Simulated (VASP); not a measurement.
# Pt (P-1) in VASP: further runs

The runs below take Pt through single point, with PBEsol.

Everything below comes from runs of VASP 6.6.1. Logs are shortened: lines on timing, memory, paths and dates and some standing lists are left out, and cuts for length are marked.

### 1 The cell of the first run

The typed cell holds 1 atom: a = 2.639 Å, b = 2.673 Å, c = 2.670 Å, α = 110.70°, β = 108.02°, γ = 109.06°.

### 2 Single point, PBEsol

INCAR

```
SYSTEM = Pt
  PREC = Accurate
  ENCUT = 520
  EDIFF = 1E-7
  ISMEAR = 1
  SIGMA = 0.15
  LREAL = .FALSE.
  LASPH = .TRUE.
  NELM = 80
  ALGO = Normal
  ISIF = 2
  LWAVE = .FALSE.
  LCHARG = .TRUE.
  GGA = PS
  LELF = .TRUE.
  LVHAR = .TRUE.
  NBANDS = 11
```

KPOINTS

```
regular mesh
0
G
  9 9 9
  0 0 0
```

POSCAR

```
Pt
1.0
   -1.4974300000      1.5461700000      1.5262500000
    1.5202800000     -1.5534000000      1.5563200000
    1.5175600000      1.5735300000     -1.5334800000
Pt
1
Direct
    0.0000000000      0.0000000000      0.0000000000
```

Potentials or basis: VASP PAW PBE potentials, release 64 (Pt).

Launch:

```
cat potpaw_PBE.64/Pt/POTCAR > POTCAR
mpirun -np 1 vasp_std > vasp.out
```

OUTCAR:

```text
SYSTEM = Pt
   PREC = Accurate
   ENCUT = 520
   EDIFF = 1E-7
   ISMEAR = 1
   LREAL = .FALSE.
   LASPH = .TRUE.
   NELM = 80
   ISIF = 2
   GGA = PS

 ion  position               nearest neighbor table
   1  0.000  0.000  0.000-

  LATTYP: Found a triclinic cell.
 ALAT       =     6.8324188643
 B/A-ratio  =     0.6287201384
 C/A-ratio  =     0.3934319649
 COS(alpha) =     0.0045571669
 COS(beta)  =     0.2641636619
 COS(gamma) =     0.9477380367

  Lattice vectors:

 A1 = (   2.9921400000,   0.0345900000,  -6.1423000000)
 A2 = (   3.0149900000,   0.0273600000,  -3.0597300000)
 A3 = (  -1.5404100000,  -1.5663000000,  -1.5490900000)

Analysis of symmetry for initial positions (statically):
=====================================================================
 Subroutine PRICEL returns:
 Original cell was already a primitive cell.

 Routine SETGRP: Setting up the symmetry group for a
 triclinic supercell.

 Subroutine GETGRP returns: Found  2 space group operations
 (whereof  2 operations were pure point group operations)
 out of a pool of  2 trial point group operations.

The static configuration has the point symmetry S_2 .

Analysis of symmetry for dynamics (positions and initial velocities):
=====================================================================
 Subroutine PRICEL returns:
 Original cell was already a primitive cell.

 Routine SETGRP: Setting up the symmetry group for a
 triclinic supercell.

 Subroutine GETGRP returns: Found  2 space group operations
 (whereof  2 operations were pure point group operations)
 out of a pool of  2 trial point group operations.

The dynamic configuration has the point symmetry S_2 .

 Subroutine INISYM returns: Found  2 space group operations
 (whereof  2 operations are pure point group operations),
 and found     1 'primitive' translations

----------------------------------------------------------------------------------------

                                     Primitive cell

  volume of cell :      14.6055

  direct lattice vectors                    reciprocal lattice vectors
    -1.497430000  1.546170000  1.526250000    -0.004574203  0.321326800  0.325192198
     1.520280000 -1.553400000  1.556320000     0.326769487 -0.001362298  0.321979215
     1.517560000  1.573530000 -1.533480000     0.327083829  0.318429231 -0.001677698

  length of vectors
     2.638631717  2.673281650  2.670308208     0.457189021  0.458749134  0.456490768

  position of ions in fractional coordinates (direct lattice)
     0.000000000  0.000000000  0.000000000

  ion indices of the primitive-cell ions
   primitive index   ion index
                 1           1

----------------------------------------------------------------------------------------

 KPOINTS: regular mesh

Automatic generation of k-mesh.
 Grid dimensions read from file:
 generate k-points for:    9    9    9

 Generating k-lattice:

  Cartesian coordinates                     Fractional coordinates (reciprocal lattice)
    -0.000508245  0.035702978  0.036132466     0.111111111  0.000000000 -0.000000000
     0.036307721 -0.000151366  0.035775468     0.000000000  0.111111111 -0.000000000
     0.036342648  0.035381026 -0.000186411     0.000000000 -0.000000000  0.111111111

  Length of vectors
     0.050798780  0.050972126  0.050721196

  Shift w.r.t. Gamma in fractional coordinates (k-lattice)
     0.000000000  0.000000000  0.000000000

 Subroutine IBZKPT returns following result:
 ===========================================

 Found    365 irreducible k-points:

 Following reciprocal coordinates:
            Coordinates               Weight
  0.000000  0.000000  0.000000      1.000000
  0.111111 -0.000000 -0.000000      2.000000
  0.222222  0.000000  0.000000      2.000000
  0.333333  0.000000 -0.000000      2.000000
  0.444444  0.000000  0.000000      2.000000
  0.000000  0.111111 -0.000000      2.000000
[... 16 lines left out ...]
 -0.111111  0.222222 -0.000000      2.000000
 -0.000000  0.333333  0.000000      2.000000
 [... further k-points ...]
   k-points           NKPTS =    365   k-points in BZ     NKDIM =    365   number of bands    NBANDS=     11
   number of dos      NEDOS =    301   number of ions     NIONS =      1
   total plane-waves  NPLWV =   8000
   dimension x,y,z NGX =    20 NGY =   20 NGZ =   20
   dimension x,y,z NGXF=    40 NGYF=   40 NGZF=   40
   ions per type =               1
   NGX,Y,Z   is equivalent  to a cutoff of  12.60, 12.44, 12.45 a.u.
   NGXF,Y,Z  is equivalent  to a cutoff of  25.20, 24.88, 24.90 a.u.
 SYSTEM =  Pt
   PREC   = accura    normal or accurate (medium, high low for compatibility)
   ISTART =      0    job   : 0-new  1-cont  2-samecut
   ICHARG =      2    charge: 1-file 2-atom 10-const
   ISPIN  =      1    spin polarized calculation?
   LNONCOLLINEAR =      F non collinear calculations
   LSORBIT =      F    spin-orbit coupling
   LASPH  =      T    aspherical Exc in radial PAW
   ENCUT  =  520.0 eV  38.22 Ry    6.18 a.u.   4.91  4.97  4.97*2*pi/ulx,y,z
   NELM   =     80;   NELMIN=  2; NELMDL= -5     # of ELM steps
   EDIFF  = 0.1E-06   stopping-criterion for ELM
   LREAL  =      F    real-space projection
   EDIFFG = 0.1E-05   stopping-criterion for IOM
   NSW    =      0    number of steps for IOM
   IBRION =     -1    ionic relax: 0-MD 1-quasi-New 2-CG
   NFREE  =      0    steps in history (QN), initial steepest desc. (CG)
   ISIF   =      2    stress and relaxation
   ISYM   =      2    0-nonsym 1-usesym 2-fastsym
   POTIM  = 0.5000    time-step for ionic-motion
   TEBEG  =    0.0;   TEEND  =   0.0 temperature during run
   PSTRESS=    0.0 pullay stress
   NELECT =      10.0000    total number of electrons
   NUPDOWN=      -1.0000    fix difference up-down
   EMIN   =  10.00;   EMAX   =-10.00  energy-range for DOS
   EFERMI =   0.00;   METHOD = LEGACY
   ISMEAR =     1;   SIGMA  =   0.15  broadening in eV -4-tet -1-fermi 0-gaus
   EFERMI_NEDOS =   21; number of points for ismear=-14 and -15
   IALGO  =     38    algorithm
   IMIX   =      4    mixing-type and parameters
     AMIX     =   0.40;   BMIX     =  1.00
     AMIX_MAG =   1.60;   BMIX_MAG =  1.00
  volume/ion in A,a.u.               =      14.61        98.56
  Fermi-wavevector in a.u.,A,eV,Ry     =   1.442900  2.726686 28.326806  2.081962
  Thomas-Fermi vector in A             =   2.561369
   LORBIT       =      0    0 simple, 1 ext, 2 COOP (PROOUT), +10 PAW based schemes
   GGA     = PS    functional components
   LHFCALC =     F    Hartree Fock is set to
   AEXX    =    0.0000 exact exchange contribution
   IVDW    =     0    specifies the selected vdW correction
   LEPSILON=     F    determine dielectric tensor
   LRPA    =     F    only Hartree local field effects (RPA)
 non-spin polarized calculation
 Methfessel and Paxton  Order N= 1 SIGMA  =   0.15
  energy-cutoff  :      520.00
  volume of cell :       14.61
 maximum number of plane-waves:       407
   NGX =  9   NGY =  9   NGZ =  9

 number of electron      10.0000001 magnetization

 Free energy of the ion-electron system (eV)
  ---------------------------------------------------
  ext. energy  EPLUGINS =         0.00000000
  ---------------------------------------------------
  free energy    TOTEN  =        -6.84888643 eV

  energy without entropy =       -6.84761640  energy(sigma->0) =       -6.84846308

 E-fermi :  11.3377     XC(G=0): -13.8127

 val. band max:       11.3374850466   @ k =  -0.3333   0.3333   0.1111
 cond. band min:      11.3394967041   @ k =  -0.3333  -0.3333   0.4444
 fundamental gap:      0.0020116575
 Fermi energy:        11.3377031260

 k-point     1 :       0.0000    0.0000    0.0000
  band No.  band energies     occupation
      1       1.0734      2.00000
      2       7.3136      2.00000
      3       7.6061      2.00000
      4       7.6878      2.00000
      5      10.1872      2.00000
      6      10.5094      2.00000
      7      28.2176      0.00000
      8      28.4757      0.00000
      9      28.8829      0.00000
     10      39.3814      0.00000
     11      39.7014      0.00000

 k-point     2 :       0.1111   -0.0000   -0.0000
  band No.  band energies     occupation
      1       1.6014      2.00000
      2       7.3840      2.00000
      3       7.4314      2.00000
      4       8.0419      2.00000
      5       9.9231      2.00000
      6      10.4898      2.00000
      7      28.5308      0.00000
      8      28.8955      0.00000
      9      29.6539      0.00000
     10      35.7203      0.00000
     11      36.3808      0.00000

 k-point     3 :       0.2222    0.0000    0.0000
  band No.  band energies     occupation
      1       2.9355      2.00000
      2       6.9336      2.00000
      3       7.4459      2.00000
      4       9.2642      2.00000
      5       9.6534      2.00000
      6      10.4919      2.00000
      7      27.4671      0.00000
      8      28.0585      0.00000
      9      31.8101      0.00000
     10      34.7224      0.00000
     11      34.8099      0.00000

 k-point     4 :       0.3333    0.0000   -0.0000
  band No.  band energies     occupation
      1       3.9891      2.00000
      2       6.4251      2.00000
      3       8.3507      2.00000
      4       9.8654      2.00000
      5      10.5603      2.00000
      6      11.0003      2.00659
      7      23.1029      0.00000
      8      26.2514      0.00000
      9      31.5411      0.00000
     10      34.7981      0.00000
     11      36.2735      0.00000

 k-point     5 :       0.4444    0.0000    0.0000
  band No.  band energies     occupation
      1       4.0935      2.00000
      2       6.1168      2.00000
      3       9.8531      2.00000
      4      10.6420      2.00000
      5      10.8824      2.00015
      6      12.4535     -0.00000
      7      19.1424      0.00000
      8      24.9955      0.00000
      9      28.6918      0.00000
     10      35.6540      0.00000
     11      37.4446      0.00000
[... 211 lines left out ...]
 k-point    21 :      -0.3333    0.2222    0.0000
  band No.  band energies     occupation
      1       4.0146      2.00000
      2       6.6382      2.00000
      3       7.2830      2.00000
      4       9.6608      2.00000
      5      10.4770      2.00000
      6      10.7920      2.00000
      7      25.6035      0.00000
      8      27.3088      0.00000
      9      30.7493      0.00000
     10      32.1072      0.00000
     11      36.6593      0.00000

 k-point    22 :      -0.2222    0.2222    0.0000
  band No.  band energies     occupation
      1       2.9905      2.00000
      2       6.8694      2.00000
      3       7.5348      2.00000
      4       9.1843      2.00000
      5       9.7746      2.00000
      6      10.3996      2.00000
      7      27.8309      0.00000
      8      28.1329      0.00000
      9      31.5762      0.00000
     10      34.7439      0.00000
     11      34.7853      0.00000

 k-point    23 :      -0.1111    0.2222   -0.0000
  band No.  band energies     occupation
      1       2.5948      2.00000
      2       6.9988      2.00000
      3       7.2766      2.00000
      4       8.9378      2.00000
      5       9.8612      2.00000
      6      10.4499      2.00000
      7      28.7124      0.00000
      8      29.0684      0.00000
      9      30.1145      0.00000
     10      33.2981      0.00000
     11      35.0813      0.00000

 k-point    24 :      -0.0000    0.3333    0.0000
  band No.  band energies     occupation
      1       4.0062      2.00000
      2       6.1015      2.00000
      3       8.3668      2.00000
      4      10.2779      2.00000
      5      10.6481      2.00000
      6      10.9895      2.00496
      7      23.2130      0.00000
      8      26.2116      0.00000
      9      30.9395      0.00000
     10      34.4014      0.00000
     11      35.6716      0.00000

 [... further k-points ...]

------------------------ aborting loop because EDIFF is reached ----------------------------------------

  FORCE on cell =-STRESS in cart. coord.  units (eV):
  Direction    XX          YY          ZZ          XY          YZ          ZX
  --------------------------------------------------------------------------------------
  -------------------------------------------------------------------------------------
  Total        0.7342262      1.2868789      1.1176523     -0.2888835      0.1213133     -0.3134977
  in kB       80.5424803    141.1668757    122.6032128    -31.6896783     13.3077194    -34.3897881
  external PRESSURE =     114.7708563 kB  Pullay stress =       0.0000000 kB

 VOLUME and BASIS-vectors are now :
 -----------------------------------------------------------------------------
  energy-cutoff  :      520.00
  volume of cell :       14.61
      direct lattice vectors                 reciprocal lattice vectors
    -1.497430000  1.546170000  1.526250000    -0.004574203  0.321326800  0.325192198
     1.520280000 -1.553400000  1.556320000     0.326769487 -0.001362298  0.321979215
     1.517560000  1.573530000 -1.533480000     0.327083829  0.318429231 -0.001677698

 POSITION                                       TOTAL-FORCE (eV/Angst)
 -----------------------------------------------------------------------------------
      0.00000      0.00000      0.00000        -0.000000      0.000000     -0.000000
 -----------------------------------------------------------------------------------
    total drift:                                0.000000     -0.000000      0.000000

  FREE ENERGIE OF THE ION-ELECTRON SYSTEM (eV)
  ---------------------------------------------------
  free  energy   TOTEN  =        -6.8488864260 eV

  energy  without entropy=       -6.8476163995  energy(sigma->0) =       -6.84846308
```

Run time: 30 s. Hardware: 1 thread of Intel Xeon Platinum 8488C (Sapphire Rapids), shared host; peak memory 0.17 GiB.

What came out:

```yaml
Free_energy: -6.8489 eV
Pressure: 11.5 GPa
Band_gap_on_the_k_mesh: zero (band 5 reaches 12.48 eV, above the bottom of band 6 at 10.30 eV)
```

Caveat: the PAW data sets were made with another functional, which shifts forces and pressure a little; spin-orbit coupling is left out, which moves the levels of the heavy elements.

### 3 Single point, PBEsol

This run uses another cell than the first one, of 14.53 Å³/atom, 0.995 times its volume.

INCAR

```
SYSTEM = Pt
PREC     = Accurate       ! precision mode
ENCUT    = 520            ! plane-wave cutoff, eV
EDIFF    = 1E-7           ! SCF threshold, eV
ISMEAR   = 1              ! smearing method
SIGMA    = 0.15           ! smearing width, eV
LREAL    = .FALSE.        ! projectors in reciprocal space
LASPH    = .TRUE.         ! aspherical terms in the spheres
NELM     = 80             ! most SCF steps
ALGO     = Normal         ! electronic algorithm
ISIF     = 2              ! what is computed and relaxed
LWAVE    = .FALSE.        ! write WAVECAR
LCHARG   = .FALSE.        ! write CHGCAR
GGA      = PS             ! functional
NBANDS   = 11             ! bands
```

KPOINTS is that of step 2.

POSCAR

```
Pt
1.0
   -1.4949301122      1.5435887431      1.5237019986
    1.5177419652     -1.5508066730      1.5537217982
    1.5150265061      1.5709030669     -1.5309199285
Pt
1
Direct
    0.0000000000      0.0000000000      0.0000000000
```

Potentials or basis: VASP PAW PBE potentials, release 64 (Pt).

Launch:

```
cat potpaw_PBE.64/Pt/POTCAR > POTCAR
mpirun -np 1 vasp_std > vasp.out
```

It took 29 s on 1 thread of Intel Xeon Platinum 8488C (Sapphire Rapids), shared host; peak memory 0.17 GiB.

Results (log left out):

```
Free energy            : -6.8432 eV
Pressure               : 13.2 GPa
Band gap on the k mesh : zero (band 5 reaches 12.59 eV, above the bottom of band 6 at 10.38 eV)
```

Stress tensor (GPa, compression positive):
```
 9.73 -3.23 -3.51
-3.23 15.90  1.36
-3.51  1.36 14.01
```

Levels at points of the mesh, in eV from the Fermi level:
```tsv
k point	band 1	band 2	band 3	band 4	band 5	band 6	band 7	band 8	band 9	band 10
(0.00, 0.00, 0.00)	-10.32	-4.06	-3.76	-3.68	-1.16	-0.84	16.87	17.13	17.54	28.10
```

Caveat: the PAW data sets were made with another functional, which shifts forces and pressure a little; spin-orbit coupling is left out, which moves the levels of the heavy elements.

(Continued in part 2 of 2.)
